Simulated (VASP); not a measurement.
# Al (Fm-3m) in VASP: notebook, part 2 of 2

VASP 6.6.1.

### 3 Single point, BHLYP

This run uses another cell than the first one, of 16.27 Å³/atom.

The input, POSCAR:

```
Al
1.0
    0.0000000000      2.0112152952      2.0112152952
    2.0112152952      0.0000000000      2.0112152952
    2.0112152952      2.0112152952      0.0000000000
Al
1
Direct
    0.0000000000      0.0000000000      0.0000000000
```

The input, INCAR.step1:

```
PREC = Accurate
ENCUT = 520
EDIFF = 1E-5
ISMEAR = -1
SIGMA = 0.05
LREAL = False
LASPH = True
NELM = 60
ALGO = Normal
ISIF = 2
LWAVE = True
GGA = PE
NBANDS = 8
```

The input, INCAR.step2:

```
PREC = Accurate
ENCUT = 520
EDIFF = 1E-6
ISMEAR = -1
SIGMA = 0.05
LREAL = False
LASPH = True
NELM = 60
ALGO = Normal
ISIF = 2
LWAVE = False
LCHARG = True
GGA = B5
LHFCALC = True
AEXX = 0.5
ALDAX = 0.5
AGGAX = 0.5
AGGAC = 1.0
ALDAC = 0.0
PRECFOCK = Normal
LELF = True
LVHAR = True
ISTART = 1
NBANDS = 8
```

The input, KPOINTS:

```
Automatic mesh
0
Gamma
  6 6 6
```

Potentials or basis: VASP PAW PBE potentials, release 64 (Al).

Command:

```console
$ cat potpaw_PBE.64/Al/POTCAR > POTCAR
$ cp INCAR.step1 INCAR
$ mpirun -np 1 vasp_std > vasp.out
$ cp INCAR.step2 INCAR
$ mpirun -np 1 vasp_std > vasp.out
```

OUTCAR:

```text
PREC = Accurate
   ENCUT = 520
   EDIFF = 1E-6
   ISMEAR = -1
   LREAL = False
   LASPH = True
   NELM = 60
   ISIF = 2
   GGA = B5
   LHFCALC = True
   AEXX = 0.5
   PRECFOCK = Normal
   ISTART = 1

 ion  position               nearest neighbor table
   1  0.000  0.000  0.000-

  LATTYP: Found a face centered cubic cell.
 ALAT       =     4.0224305904

  Lattice vectors:

 A1 = (   0.0000000000,   2.0112152952,   2.0112152952)
 A2 = (   2.0112152952,   0.0000000000,   2.0112152952)
 A3 = (   2.0112152952,   2.0112152952,   0.0000000000)

Analysis of symmetry for initial positions (statically):
=====================================================================
 Subroutine PRICEL returns:
 Original cell was already a primitive cell.

 Routine SETGRP: Setting up the symmetry group for a
 face centered cubic supercell.

 Subroutine GETGRP returns: Found 48 space group operations
 (whereof 48 operations were pure point group operations)
 out of a pool of 48 trial point group operations.

The static configuration has the point symmetry O_h .

Analysis of symmetry for dynamics (positions and initial velocities):
=====================================================================
 Subroutine PRICEL returns:
 Original cell was already a primitive cell.

 Routine SETGRP: Setting up the symmetry group for a
 face centered cubic supercell.

 Subroutine GETGRP returns: Found 48 space group operations
 (whereof 48 operations were pure point group operations)
 out of a pool of 48 trial point group operations.

The dynamic configuration has the point symmetry O_h .

[... 109 lines left out ...]
  Fermi-wavevector in a.u.,A,eV,Ry     =   0.931780  1.760809 11.812767  0.868214
  Thomas-Fermi vector in A             =   2.058309
   LORBIT       =      0    0 simple, 1 ext, 2 COOP (PROOUT), +10 PAW based schemes
   GGA     = B5    functional components
   LHFCALC =     T    Hartree Fock is set to
   PRECFOCK=normal    Normal, Fast or Accurate (Low or Medium for compatibility)
   ENCUT4O =  -1.0   cutoff for four orbital integrals eV
   NKREDX  =     1    reduce k-point grid by
   NKREDY  =     1    reduce k-point grid by
   NKREDZ  =     1    reduce k-point grid by
   AEXX    =    0.5000 exact exchange contribution
   HFSCREEN=    0.0000 screening length (either q_TF or 0.3 A-1)
   HFSCREENC=   0.0000 screening length for correlation (either q_TF or 0.3 A-1)
   ENCUTFOCK=  -1.0 apply spherical cutoff to Coloumb kernel
   IVDW    =     0    specifies the selected vdW correction
   LEPSILON=     F    determine dielectric tensor
   LRPA    =     F    only Hartree local field effects (RPA)
 non-spin polarized calculation
  energy-cutoff  :      520.00
  volume of cell :       16.27
 maximum number of plane-waves:       447
 NGX is ok and might be reduce to    24
  NGX = 16; NGY = 16; NGZ = 16

 number of electron       3.0000000 magnetization

 Free energy of the ion-electron system (eV)
  ---------------------------------------------------
  ext. energy  EPLUGINS =         0.00000000
  ---------------------------------------------------
  free energy    TOTEN  =        -4.23916469 eV

  energy without entropy =       -4.23539088  energy(sigma->0) =       -4.23727779

 E-fermi :   9.2447     XC(G=0):  -5.3590

 val. band max:        7.2662317139   @ k =  -0.3333   0.5000   0.1667
 cond. band min:       9.2615094946   @ k =  -0.3333   0.3333   0.0000
 fundamental gap:      1.9952777807
 Fermi energy:         9.2446843215

 k-point     1 :       0.0000    0.0000    0.0000
  band No.  band energies     occupation
      1      -6.7314      2.00000
      2      24.2609      0.00000
      3      24.2609      0.00000
      4      24.2609      0.00000
      5      25.7371      0.00000
      6      25.7371      0.00000
      7      25.7371      0.00000
      8      28.0093      0.00000
[... 155 lines left out ...]
 k-point    16 :      -0.3333    0.5000    0.1667
  band No.  band energies     occupation
      1       5.2108      2.00000
      2       7.2662      2.00000
      3      10.2790      0.00000
      4      12.2782      0.00000
      5      23.4153      0.00000
      6      25.3938      0.00000
      7      32.1359      0.00000
      8      33.2919      0.00000

------------------------ aborting loop because EDIFF is reached ----------------------------------------

  FORCE on cell =-STRESS in cart. coord.  units (eV):
  Direction    XX          YY          ZZ          XY          YZ          ZX
  --------------------------------------------------------------------------------------
  -------------------------------------------------------------------------------------
  Total        0.2432677      0.2432677      0.2432677      0.0000000      0.0000000     -0.0000000
  in kB       23.9546280     23.9546280     23.9546280      0.0000000      0.0000000     -0.0000000
  external PRESSURE =      23.9546280 kB  Pullay stress =       0.0000000 kB

 VOLUME and BASIS-vectors are now :
 -----------------------------------------------------------------------------
  energy-cutoff  :      520.00
  volume of cell :       16.27
      direct lattice vectors                 reciprocal lattice vectors
     0.000000000  2.011215295  2.011215295    -0.248605906  0.248605906  0.248605906
     2.011215295  0.000000000  2.011215295     0.248605906 -0.248605906  0.248605906
     2.011215295  2.011215295  0.000000000     0.248605906  0.248605906 -0.248605906

 POSITION                                       TOTAL-FORCE (eV/Angst)
 -----------------------------------------------------------------------------------
      0.00000      0.00000      0.00000         0.000000      0.000000     -0.000000
 -----------------------------------------------------------------------------------
    total drift:                               -0.000000     -0.000000     -0.000000

  FREE ENERGIE OF THE ION-ELECTRON SYSTEM (eV)
  ---------------------------------------------------
  free  energy   TOTEN  =        -4.2391646886 eV

  energy  without entropy=       -4.2353908848  energy(sigma->0) =       -4.23727779
```

Wall time 61 s (1 thread of Intel Xeon Platinum 8488C (Sapphire Rapids), shared host); peak memory 0.13 GiB.

Results:

```
Free energy            : -4.2392 eV
Pressure               : 2.4 GPa
Band gap on the k mesh : zero (an odd number of electrons rules out a gap without spin polarisation)
```

Caveat: the k points lie up to 0.45 Å⁻¹ apart, too coarse for converged energies and pressures of a metal; the PAW data sets were made with another functional, which shifts forces and pressure a little.
